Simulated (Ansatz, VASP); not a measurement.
# MgO: VASP beside Ansatz

File INCAR:

```
SYSTEM = MgO
ALGO = Normal ; EDIFF = 1E-7
ENCUT = 520 ; GGA = PE
ISIF = 2 ; ISMEAR = -1
LASPH = .True. ; LCHARG = .False.
LREAL = .False. ; LWAVE = .False.
NBANDS = 11 ; NELM = 60
PREC = Accurate ; SIGMA = 0.02
```

File KPOINTS:

```
k-points
0
Gamma
  7 7 7
  0 0 0
```

File POSCAR:

```
MgO
1.0
    0.0000000000      2.0970013927      2.0970013927
    2.0970013927      0.0000000000      2.0970013927
    2.0970013927      2.0970013927      0.0000000000
Mg O
1 1
Direct
    0.0000000000      0.0000000000      0.0000000000
    0.5000000000      0.5000000000      0.5000000000
```

input.yaml

```yaml
crystal:
  lattice:
    - [0.0, 2.0970013927, 2.0970013927]
    - [2.0970013927, 0.0, 2.0970013927]
    - [2.0970013927, 2.0970013927, 0.0]
  atoms:
    - { symbol: Mg, position: [0.0, 0.0, 0.0] }
    - { symbol: O, position: [0.5, 0.5, 0.5] }
kpoints:
  mp_grid: { grid: [7, 7, 7] }
scf:
  occupations: { method: fermi_dirac, width: 0.02 }
hamiltonian:
  xc: pbe
  pseudopotentials: { kind: all_electron, lapw: { basis_error: 0.002 } }
output:
  forces: true
  stress: true
  eigenvalues: true
```

Alike in both runs: task single point; functional PBE; k mesh 7 × 7 × 7; occupations fermi-dirac, width 0.02 eV; no spin polarisation.

```csv
,VASP,Ansatz
version,VASP 6.6.1,Ansatz 0.2.0
potentials or method,"VASP PAW PBE potentials, release 64 (Mg, O), cutoff 520 eV","all-electron LAPW, scalar-relativistic"
```

VASP gave:

```
gap on the k mesh at the Fermi level (eV) : 4.85
least direct gap on the mesh (eV)         : 4.85
pressure (GPa)                            : 6.2
```

Estimate Ansatz's values.

gap on the k mesh at the Fermi level (eV): 4.86; least direct gap on the mesh (eV): 4.86; pressure (GPa): 7.0.

Ansatz ran all-electron here, and VASP with PAW potentials.
